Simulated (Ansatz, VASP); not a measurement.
# One calculation of AlRu, two programs

```
Ru Al
1.0
     2.97000    0.00000    0.00000
     0.00000    2.97000    0.00000
     0.00000    0.00000    2.97000
Ru Al
1 1
Direct
  0.00000 0.00000 0.00000
  0.50000 0.50000 0.50000
```

Alike in both runs: task relaxation of cell and atoms; functional PBEsol; k mesh 14 × 14 × 14; occupations gaussian, width 0.1 eV; no spin polarisation.

|  | VASP | Ansatz |
| --- | --- | --- |
| version | VASP 6.6.1 | Ansatz 0.2.0 |
| potentials or method | VASP PAW PBE potentials, release 64 (Ru_pv, Al), cutoff 500 eV | scalar-relativistic, plane waves, PAW |
| valence electrons in the cell | 17 | 19 |

Ansatz gave:

```
gap on the k mesh at the Fermi level, each at its own relaxed structure (eV) : none
relaxed volume (Å³/atom)                                                     : 13.18
relaxed cell length with the largest relative difference (Å)                 : 2.976
```

Q: What did VASP give for the same quantities?

A: gap on the k mesh at the Fermi level, each at its own relaxed structure (eV): none; relaxed volume (Å³/atom): 13.19; relaxed cell length with the largest relative difference (Å): 2.977.

VASP's potentials were made for PBE, not for PBEsol, and Ansatz warns of the same on its side. A gap of «none» marks a metal or a gap that the smearing closes. VASP's potentials hold 17 valence electrons a cell and Ansatz's 19, so a difference there can come from the potentials and not from the codes.
